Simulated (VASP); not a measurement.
Crystal: BN (ke600).

```
CELL_PARAMETERS angstrom
2.55394 0.00000 0.00000
-1.27697 2.21178 0.00000
0.00000 0.00000 4.22685
ATOMIC_POSITIONS crystal
B 0.66667 0.33333 0.99972
B 0.33333 0.66667 0.49972
N 0.66667 0.33333 0.62528
N 0.33333 0.66667 0.12528
```

Base run:

```yaml
Program: VASP 6.6.1
Functional: LDA
Potentials_or_basis: VASP PAW LDA potentials, release 64 (B_h, N_h)
Cutoff: 910 eV
k_mesh: 9 × 9 × 4
Occupations: gaussian, width 0.1 eV
Spin: no spin polarisation
```

Its results: band gap on the k mesh 4.97 eV, indirect (least direct gap 8.10 eV); pressure -13.4 GPa; largest force 0.022 eV/Å.

The run is repeated on the same cell with these changes: potentials or basis from VASP PAW LDA potentials, release 64 (B_h, N_h) to VASP PAW LDA potentials, release 64 (B, N); cutoff from 910 eV to 520 eV. What comes out?

Band gap on the k mesh 4.96 eV, indirect (least direct gap 8.10 eV); pressure -12.9 GPa; largest force 0.022 eV/Å.

Caveats: the cutoff is under 1.25 times the usual one of these potentials, so pressure, stress and relaxed cells hold a basis-set (Pulay) error (some runs).

A k mesh can miss the band edges.
